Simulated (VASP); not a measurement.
# Ga6HN6 (a cell with a defect) in VASP: further runs

Ga6HN6 (a cell with a defect) is run at these levels: PBE; tasks: single point.

All numbers are computed with VASP 6.6.1; they aren't measurements. Logs are shortened: lines on timing, memory, paths and dates and some standing lists are left out, and cuts for length are marked.

## Step 1: The cell of the first run

The cell holds a defect, 13 atoms: a = 5.243 Å, b = 5.574 Å, c = 5.574 Å, α = 120.00°, β = 90.00°, γ = 90.00°.

## Step 2: Single point, PBE

Contents of INCAR:

```
  PREC = Accurate
  ENCUT = 520
  EDIFF = 1E-6
  ISMEAR = 0
  SIGMA = 0.02
  LREAL = F
  LASPH = T
  NELM = 100
  ALGO = Normal
  ISIF = 2
  LWAVE = F
  LCHARG = F
  GGA = PE
  NELECT = 110.0
  NBANDS = 66
```

Contents of KPOINTS:

```
regular mesh
0
Gamma
  3 3 3
```

Contents of POSCAR:

```
Ga6HN6
1.0
    0.0000000000      0.0000000000     -5.2431684262
    4.8275562260      2.7871908866      0.0000000000
    0.0000000001     -5.5743817732      0.0000000000
Ga N H
6 6 1
Direct
    0.5032540986      0.6900014923      0.6899887786
    0.5032544800      0.3100293254      0.0000019572
    0.5032540986      1.0000148676      0.3100148852
   -0.0036620986      0.3391165060      0.3391044087
   -0.0036619079      0.0000149144      0.6609004763
   -0.0036611450      0.6609122402      0.0000027936
    0.1235094789      0.6703441345      0.6703315658
    0.1235098603      0.3296852332      0.0000022742
    0.1235096696      1.0000148676      0.3296730292
    0.6292168650      0.3671816375      0.3671677680
    0.6292170558      0.0000157429      0.6328360744
    0.6292168650      0.6328491802      0.0000016984
    0.5167621521      0.0000149144      0.0000017166
```

Potentials or basis: VASP PAW PBE potentials, release 64 (Ga_d, N, H).

The run is started by

```console
> cat potpaw_PBE.64/Ga_d/POTCAR potpaw_PBE.64/N/POTCAR potpaw_PBE.64/H/POTCAR > POTCAR
> mpirun -np 1 vasp_std > vasp.out
```

OUTCAR:

```text
PREC = Accurate
   ENCUT = 520
   EDIFF = 1E-6
   ISMEAR = 0
   LREAL = F
   LASPH = T
   NELM = 100
   ISIF = 2
   GGA = PE
   NELECT = 110.0

 ion  position               nearest neighbor table
   1  0.503  0.690  0.690-  13 1.73  10 1.92   7 1.99  12 2.02  11 2.02
   2  0.503  0.310  0.000-  13 1.73  12 1.92   8 1.99  10 2.02  11 2.02
   3  0.503  0.000  0.310-  13 1.73  11 1.92   9 1.99  12 2.02  10 2.02
   4  0.996  0.339  0.339-  10 1.93   7 1.96   9 1.98   8 1.98
   5  0.996  0.000  0.661-  11 1.93   9 1.96   8 1.98   7 1.98
   6  0.996  0.661  0.000-  12 1.93   8 1.96   9 1.98   7 1.98
   7  0.124  0.670  0.670-   4 1.96   5 1.98   6 1.98   1 1.99
   8  0.124  0.330  0.000-   6 1.96   5 1.98   4 1.98   2 1.99
   9  0.124  0.000  0.330-   5 1.96   4 1.98   6 1.98   3 1.99
  10  0.629  0.367  0.367-   1 1.92   4 1.93   2 2.02   3 2.02
  11  0.629  0.000  0.633-   3 1.92   5 1.93   2 2.02   1 2.02
  12  0.629  0.633  0.000-   2 1.92   6 1.93   1 2.02   3 2.02
  13  0.517  0.000  0.000-   1 1.73   3 1.73   2 1.73

  LATTYP: Found a hexagonal cell.
 ALAT       =     5.5743817732
 C/A-ratio  =     0.9405829453

  Lattice vectors:

 A1 = (   4.8275562260,   2.7871908866,   0.0000000000)
 A2 = (   0.0000000001,  -5.5743817732,   0.0000000000)
 A3 = (   0.0000000000,   0.0000000000,  -5.2431684262)

Analysis of symmetry for initial positions (statically):
=====================================================================
 Subroutine PRICEL returns:
 Original cell was already a primitive cell.

 Routine SETGRP: Setting up the symmetry group for a
 hexagonal supercell.

 Subroutine GETGRP returns: Found  6 space group operations
 (whereof  2 operations were pure point group operations)
 out of a pool of 24 trial point group operations.

The static configuration has the point symmetry C_1h.
 The point group associated with its full space group is C_3v.

Analysis of symmetry for dynamics (positions and initial velocities):
=====================================================================
 Subroutine PRICEL returns:
 Original cell was already a primitive cell.

 Routine SETGRP: Setting up the symmetry group for a
 hexagonal supercell.

 Subroutine GETGRP returns: Found  6 space group operations
 (whereof  2 operations were pure point group operations)
 out of a pool of 24 trial point group operations.

The dynamic configuration has the point symmetry C_1h.
 The point group associated with its full space group is C_3v.

 Subroutine INISYM returns: Found  6 space group operations
[... 115 lines left out ...]
   EFERMI =   0.00;   METHOD = LEGACY
   ISMEAR =     0;   SIGMA  =   0.02  broadening in eV -4-tet -1-fermi 0-gaus
   EFERMI_NEDOS =   21; number of points for ismear=-14 and -15
   IALGO  =     38    algorithm
   IMIX   =      4    mixing-type and parameters
     AMIX     =   0.40;   BMIX     =  1.00
     AMIX_MAG =   1.60;   BMIX_MAG =  1.00
  volume/ion in A,a.u.               =      10.85        73.24
  Fermi-wavevector in a.u.,A,eV,Ry     =   1.506722  2.847292 30.888095  2.270211
  Thomas-Fermi vector in A             =   2.617402
   LORBIT       =      0    0 simple, 1 ext, 2 COOP (PROOUT), +10 PAW based schemes
   GGA     = PE    functional components
   LHFCALC =     F    Hartree Fock is set to
   AEXX    =    0.0000 exact exchange contribution
   IVDW    =     0    specifies the selected vdW correction
   LEPSILON=     F    determine dielectric tensor
   LRPA    =     F    only Hartree local field effects (RPA)
 non-spin polarized calculation
 Gauss-broadening in eV      SIGMA  =   0.02
  energy-cutoff  :      520.00
  volume of cell :      141.10
 maximum number of plane-waves:      3817
 NGX is ok and might be reduce to    40
   NGX = 19   NGY = 21   NGZ = 21

 number of electron     110.0000003 magnetization

 Free energy of the ion-electron system (eV)
  ---------------------------------------------------
  ext. energy  EPLUGINS =         0.00000000
  ---------------------------------------------------
  free energy    TOTEN  =       -66.68754075 eV

  energy without entropy =      -66.68754075  energy(sigma->0) =      -66.68754075

 E-fermi :   6.6422     XC(G=0): -11.7122

 val. band max:        6.5182217573   @ k =   0.3333   0.0000   0.0000
 cond. band min:       7.7385942102   @ k =   0.0000   0.0000   0.0000
 fundamental gap:      1.2203724529
 Fermi energy:         6.6422421648

 k-point     1 :       0.0000    0.0000    0.0000
  band No.  band energies     occupation
      1     -10.7151      2.00000
      2      -9.8551      2.00000
      3      -9.8550      2.00000
      4      -9.8518      2.00000
      5      -9.5344      2.00000
      6      -9.5344      2.00000
[... 472 lines left out ...]
     65      12.8583      0.00000
     66      13.0392      0.00000

------------------------ aborting loop because EDIFF is reached ----------------------------------------

  FORCE on cell =-STRESS in cart. coord.  units (eV):
  Direction    XX          YY          ZZ          XY          YZ          ZX
  --------------------------------------------------------------------------------------
  -------------------------------------------------------------------------------------
  Total       17.9728068     17.9728068     12.9585177     -0.0000000     -0.0000000      0.0000000
  in kB      204.0838458    204.0838458    147.1458612     -0.0000000     -0.0000000      0.0000000
  external PRESSURE =     185.1045176 kB  Pullay stress =       0.0000000 kB

 VOLUME and BASIS-vectors are now :
 -----------------------------------------------------------------------------
  energy-cutoff  :      520.00
  volume of cell :      141.10
      direct lattice vectors                 reciprocal lattice vectors
     0.000000000  0.000000000 -5.243168426     0.000000000  0.000000000 -0.190724371
     4.827556226  2.787190887  0.000000000     0.207144144  0.000000000  0.000000000
     0.000000000 -5.574381773  0.000000000     0.103572072 -0.179392091  0.000000000

 POSITION                                       TOTAL-FORCE (eV/Angst)
 -----------------------------------------------------------------------------------
      3.33102     -1.92310     -2.63865        -0.037574      0.021693     -0.039653
      1.49668      0.86410     -2.63865         0.037574      0.021693     -0.039653
      0.00007     -1.72810     -2.63865         0.000000     -0.043386     -0.039653
      1.63710     -0.94512     -5.22397         0.007203     -0.004159     -0.108309
      0.00007     -3.68407     -5.22397        -0.000000      0.008318     -0.108309
      3.19059      1.84207     -5.22397        -0.007203     -0.004159     -0.108309
      3.23612     -1.86831     -0.64758        -0.015375      0.008877     -0.082727
      1.59157      0.91888     -0.64758         0.015375      0.008877     -0.082727
      0.00007     -1.83768     -0.64758         0.000000     -0.017754     -0.082727
      1.77259     -1.02333     -3.29909        -0.038349      0.022141     -0.160277
      0.00008     -3.52763     -3.29909         0.000000     -0.044282     -0.160277
      3.05511      1.76386     -3.29909         0.038349      0.022141     -0.160277
      0.00007      0.00003     -2.70947        -0.000000      0.000000      1.172897
 -----------------------------------------------------------------------------------
    total drift:                               -0.003689      0.021131     -0.002831

  FREE ENERGIE OF THE ION-ELECTRON SYSTEM (eV)
  ---------------------------------------------------
  free  energy   TOTEN  =       -66.6875407455 eV

  energy  without entropy=      -66.6875407455  energy(sigma->0) =      -66.68754075
```

OSZICAR:

```text
N       E                     dE             d eps       ncg     rms          rms(c)
DAV:   1     0.148629674383E+04    0.14863E+04   -0.47796E+04  1020   0.312E+03
DAV:   2     0.280400247889E+03   -0.12059E+04   -0.11437E+04   932   0.848E+02
DAV:   3    -0.465918357753E+02   -0.32699E+03   -0.31387E+03  1146   0.267E+02
DAV:   4    -0.779377320170E+02   -0.31346E+02   -0.30913E+02  1088   0.876E+01
DAV:   5    -0.800017214876E+02   -0.20640E+01   -0.20562E+01  1320   0.232E+01    0.198E+01
DAV:   6    -0.663024389078E+02    0.13699E+02   -0.48631E+01  1624   0.608E+01    0.561E+00
DAV:   7    -0.667967534122E+02   -0.49431E+00   -0.86302E+00  1080   0.133E+01    0.489E+00
DAV:   8    -0.667155708006E+02    0.81183E-01   -0.10783E+00  1360   0.112E+01    0.144E+00
DAV:   9    -0.666813096439E+02    0.34261E-01   -0.39266E-01  1328   0.675E+00    0.379E-01
DAV:  10    -0.666859066004E+02   -0.45970E-02   -0.56992E-02  1240   0.250E+00    0.244E-01
DAV:  11    -0.666873522390E+02   -0.14456E-02   -0.12767E-02  1184   0.701E-01    0.733E-02
DAV:  12    -0.666874953606E+02   -0.14312E-03   -0.66086E-04  1240   0.225E-01    0.311E-02
DAV:  13    -0.666875322245E+02   -0.36864E-04   -0.25661E-04  1192   0.163E-01    0.189E-02
DAV:  14    -0.666875386131E+02   -0.63886E-05   -0.58123E-05  1232   0.104E-01    0.596E-03
DAV:  15    -0.666875408597E+02   -0.22466E-05   -0.22822E-05  1232   0.409E-02    0.565E-03
DAV:  16    -0.666875407455E+02    0.11420E-06   -0.21871E-06   880   0.134E-02
   1 F= -.66687541E+02 E0= -.66687541E+02  d E =-.166858E-19
```

Run time: 1.7 min. Hardware: 1 thread of Intel Xeon Platinum 8488C (Sapphire Rapids), shared host; peak memory 0.26 GiB.

Results:

```yaml
Free_energy: -66.6875 eV
Largest_force: 1.173 eV/Å
```

Forces on the atoms (eV/Å):
```
Ga  -0.038  0.022 -0.040
Ga   0.038  0.022 -0.040
Ga   0.000 -0.043 -0.040
Ga   0.007 -0.004 -0.108
Ga   0.000  0.008 -0.108
Ga  -0.007 -0.004 -0.108
N   -0.015  0.009 -0.083
N    0.015  0.009 -0.083
N    0.000 -0.018 -0.083
N   -0.038  0.022 -0.160
N    0.000 -0.044 -0.160
N    0.038  0.022 -0.160
H    0.000  0.000  1.173
```

Levels at points of the mesh, in eV from the Fermi level:
| k point | band 51 | band 52 | band 53 | band 54 | band 55 | band 56 | band 57 | band 58 | band 59 | band 60 |
| --- | --- | --- | --- | --- | --- | --- | --- | --- | --- | --- |
| (0.00, 0.00, 0.00) | -2.48 | -1.61 | -1.32 | -1.32 | -0.89 | 1.10 | 2.77 | 3.52 | 5.35 | 5.51 |

Caveat: the k points lie up to 0.43 Å⁻¹ apart; the cell carries a net charge on a neutralising background, which shifts energy and pressure; the cell is charged against a uniform background, so pressure and absolute levels hang on convention.

## Step 3: Single point, PBE (with an interstitial atom, then relaxed in part)

Contents of INCAR:

```
SYSTEM = Ga6HN6
ALGO = Normal ; EDIFF = 1E-7
ENCUT = 520 ; GGA = PE
ISIF = 2 ; ISMEAR = 0
LASPH = .TRUE. ; LCHARG = .FALSE.
LREAL = .FALSE. ; LWAVE = .FALSE.
NBANDS = 66 ; NELECT = 110.0
NELM = 80 ; PREC = Accurate
SIGMA = 0.02
```

Contents of KPOINTS:

```
k-points
0
G
  3 3 3
  0 0 0
```

Contents of POSCAR:

```
Ga6HN6
1.0
    0.0000000000      0.0000000000     -5.2431684262
    4.8275562260      2.7871908866      0.0000000000
    0.0000000001     -5.5743817732      0.0000000000
Ga N H
6 6 1
Direct
    0.4965270172      0.6659701124      0.6668411892
    0.4965408082      0.3330894218      0.0003845177
    0.4964953595      0.9995135458      0.3338792920
   -0.0036571247      0.3098844552      0.3107547968
   -0.0036890064     -0.0004703099      0.6900970649
   -0.0036705772      0.6891951012      0.0004003538
    0.1279170901      0.6454736992      0.6463439268
    0.1279226709      0.3535961549      0.0004087081
    0.1278675758      0.9995388020      0.3544449237
    0.6171250379      0.3382343719      0.3390863565
    0.6170705230     -0.0004785982      0.6616296942
    0.6171326017      0.6608214265      0.0003734567
    0.8773395559     -0.0004506621      0.0003110977
```

Potentials or basis: VASP PAW PBE potentials, release 64 (Ga_d, N, H).

The run is started by

```console
> cat potpaw_PBE.64/Ga_d/POTCAR potpaw_PBE.64/N/POTCAR potpaw_PBE.64/H/POTCAR > POTCAR
> mpirun -np 1 vasp_std > vasp.out
```

OUTCAR:

```text
SYSTEM = Ga6HN6
   EDIFF = 1E-7
   ENCUT = 520
   GGA = PE
   ISIF = 2
   ISMEAR = 0
   LASPH = .TRUE.
   LREAL = .FALSE.
   NELECT = 110.0
   NELM = 80
   PREC = Accurate

 ion  position               nearest neighbor table
   1  0.497  0.666  0.667-  10 1.93   7 1.94  12 1.98  11 1.98
   2  0.497  0.333  0.000-  12 1.93   8 1.94  10 1.98  11 1.98
   3  0.496  1.000  0.334-  11 1.93   9 1.94  12 1.98  10 1.98
   4  0.996  0.310  0.311-  13 1.84   9 1.99   8 1.99   7 1.99  10 1.99
   5  0.996  1.000  0.690-  13 1.84   7 1.99   8 1.99   9 1.99  11 1.99
   6  0.996  0.689  0.000-  13 1.84   9 1.99   7 1.99   8 1.99  12 1.99
   7  0.128  0.645  0.646-   1 1.94   5 1.99   6 1.99   4 1.99
   8  0.128  0.354  0.000-   2 1.94   4 1.99   5 1.99   6 1.99
   9  0.128  1.000  0.354-   3 1.94   4 1.99   6 1.99   5 1.99
  10  0.617  0.338  0.339-   1 1.93   2 1.98   3 1.98   4 1.99
  11  0.617  1.000  0.662-   3 1.93   2 1.98   1 1.98   5 1.99
[... 213 lines left out ...]
      6      -9.5738      2.00000
[... 955 lines left out ...]
     65      12.7397      0.00000
     66      12.8825      0.00000

------------------------ aborting loop because EDIFF is reached ----------------------------------------

  FORCE on cell =-STRESS in cart. coord.  units (eV):
  Direction    XX          YY          ZZ          XY          YZ          ZX
  --------------------------------------------------------------------------------------
  -------------------------------------------------------------------------------------
  Total       13.9260277     13.9203999     16.3824358      0.0000879      0.0007065     -0.0003690
  in kB      158.1320777    158.0681734    186.0249513      0.0009984      0.0080221     -0.0041906
  external PRESSURE =     167.4084008 kB  Pullay stress =       0.0000000 kB

 VOLUME and BASIS-vectors are now :
 -----------------------------------------------------------------------------
  energy-cutoff  :      520.00
  volume of cell :      141.10
      direct lattice vectors                 reciprocal lattice vectors
     0.000000000  0.000000000 -5.243168426     0.000000000  0.000000000 -0.190724371
     4.827556226  2.787190887  0.000000000     0.207144144  0.000000000  0.000000000
     0.000000000 -5.574381773  0.000000000     0.103572072 -0.179392091  0.000000000

 POSITION                                       TOTAL-FORCE (eV/Angst)
 -----------------------------------------------------------------------------------
      3.21501     -1.86104     -2.60337        -0.001122      0.003122      0.012830
      1.60801      0.92624     -2.60345         0.000161      0.001350      0.013674
      4.82521      0.92466     -2.60321         0.001068     -0.004428      0.012763
      1.49598     -0.86856     -5.22399         0.002743     -0.000515     -0.015042
      4.82529     -1.06098     -5.22383         0.000488      0.005190     -0.015114
      3.32713      1.91869     -5.22392        -0.003051     -0.001244     -0.016287
      3.11606     -1.80391     -0.67069         0.001068     -0.001372     -0.003754
      1.70701      0.98326     -0.67072        -0.000672     -0.000643     -0.003778
      4.82533      0.81009     -0.67043        -0.000457      0.001683     -0.004625
      1.63285     -0.94747     -3.23569         0.003912     -0.001923      0.001708
      4.82525     -0.90232     -3.23540         0.000200      0.003045      0.000167
      3.19015      1.83975     -3.23573        -0.003905     -0.002170      0.002057
      4.82538      2.78420     -4.60004        -0.000433     -0.002094      0.015399
 -----------------------------------------------------------------------------------
    total drift:                               -0.000394     -0.000478      0.005616

  FREE ENERGIE OF THE ION-ELECTRON SYSTEM (eV)
  ---------------------------------------------------
  free  energy   TOTEN  =       -67.3181433989 eV

  energy  without entropy=      -67.3181433989  energy(sigma->0) =      -67.31814340
```

stdout:

```text
POSCAR found type information on POSCAR GaN H
 POSCAR found :  3 types and      13 ions
 scaLAPACK will be used
 LDA part: xc-table for (Slater+PW92), standard interpolation
 POSCAR, INCAR and KPOINTS ok, starting setup
 FFT: planning ... GRIDC
 FFT: planning ... GRID_SOFT
 FFT: planning ... GRID
 WAVECAR not read
 entering main loop
 the old and the new charge density differ
 old charge density:   109.00000 new  110.00000
    0.196E+01
```

Wall time 3 min (1 thread of Intel Xeon Platinum 8488C (Sapphire Rapids), shared host); peak memory 0.29 GiB.

Results:

```
Free energy   : -67.3181 eV
Largest force : 0.017 eV/Å
```

Forces in eV/Å, atoms in the order of the input:
```
Ga  -0.001  0.003  0.013
Ga   0.000  0.001  0.014
Ga   0.001 -0.004  0.013
Ga   0.003 -0.001 -0.015
Ga   0.000  0.005 -0.015
Ga  -0.003 -0.001 -0.016
N    0.001 -0.001 -0.004
N   -0.001 -0.001 -0.004
N    0.000  0.002 -0.005
N    0.004 -0.002  0.002
N    0.000  0.003  0.000
N   -0.004 -0.002  0.002
H    0.000 -0.002  0.015
```

Levels at points of the mesh, in eV from the Fermi level:
```tsv
k point	band 52	band 53	band 54	band 55	band 56	band 57	band 58	band 59
(0.00, 0.00, 0.00)	-1.57	-1.39	-1.39	-1.38	1.10	2.40	3.67	5.54
```

Caveat: the k points lie up to 0.43 Å⁻¹ apart; the cell carries a net charge on a neutralising background, which shifts energy and pressure; the cell differs from its parent crystal (with an interstitial atom, then relaxed in part); the cell is charged against a uniform background, so pressure and absolute levels hang on convention.

## Step 4: Single point, PBE

Contents of INCAR:

```
  PREC = Accurate
  ENCUT = 520
  EDIFF = 1E-6
  ISMEAR = 0
  SIGMA = 0.02
  LREAL = F
  LASPH = T
  NELM = 60
  ALGO = Normal
  ISIF = 2
  LWAVE = F
  LCHARG = F
  GGA = PE
  NBANDS = 66
  NELECT = 110.0
```

Contents of KPOINTS:

```
Automatic mesh
0
Gamma
  3 3 3
```

Contents of POSCAR:

```
Ga6HN6
1.0
    0.0000000000      0.0000000000     -5.2431684262
    4.8275562260      2.7871908866      0.0000000000
    0.0000000001     -5.5743817732      0.0000000000
Ga N H
6 6 1
Direct
    0.5009730351      0.6664446460      0.6664488718
    0.5009867673      0.3335638001     -0.0000078962
    0.5009413749      0.9999879388      0.3334868951
    0.0007888360      0.3103588917      0.3103623944
    0.0007569850      0.0000041429      0.6897045634
    0.0007754853      0.6896696474      0.0000078853
    0.1323630949      0.6459481473      0.6459514141
    0.1323686259      0.3540706560      0.0000162360
    0.1323135066      1.0000132104      0.3540524827
    0.6215711065      0.3387088463      0.3386939192
    0.6215165593     -0.0000041429      0.6612371744
    0.6215785447      0.6612958712     -0.0000190469
    0.8817855205      0.0000238216     -0.0000813731
```

The run is started by

```console
> cat potpaw_PBE.64/Ga_d/POTCAR potpaw_PBE.64/N/POTCAR potpaw_PBE.64/H/POTCAR > POTCAR
> mpirun -np 1 vasp_std > vasp.out
```

Run time: 2.3 min. Hardware: 1 thread of Intel Xeon Platinum 8488C (Sapphire Rapids), shared host; peak memory 0.3 GiB.

It converged, with:

| Item | Value |
| --- | --- |
| Free energy | -67.3181 eV |
| Largest force | 0.018 eV/Å |

Forces in eV/Å, atoms in the order of the input:
```
Ga  -0.001  0.003  0.012
Ga   0.000  0.002  0.013
Ga   0.001 -0.005  0.012
Ga   0.003 -0.001 -0.016
Ga   0.001  0.006 -0.017
Ga  -0.003 -0.001 -0.018
N    0.001 -0.002 -0.003
N    0.000 -0.001 -0.003
N    0.000  0.002 -0.004
N    0.004 -0.002  0.003
N    0.000  0.003  0.001
N   -0.004 -0.002  0.003
H    0.000 -0.002  0.016
```

Levels at points of the mesh, in eV from the Fermi level:
| k point | band 53 | band 54 | band 55 | band 56 | band 57 | band 58 |
| --- | --- | --- | --- | --- | --- | --- |
| (0.00, 0.00, 0.00) | -1.39 | -1.39 | -1.38 | 1.10 | 2.40 | 3.67 |

Caveat: the k points lie up to 0.43 Å⁻¹ apart; the cell carries a net charge on a neutralising background, which shifts energy and pressure; the cell is charged against a uniform background, so pressure and absolute levels hang on convention.

(Part 1 of 2 ends here.)
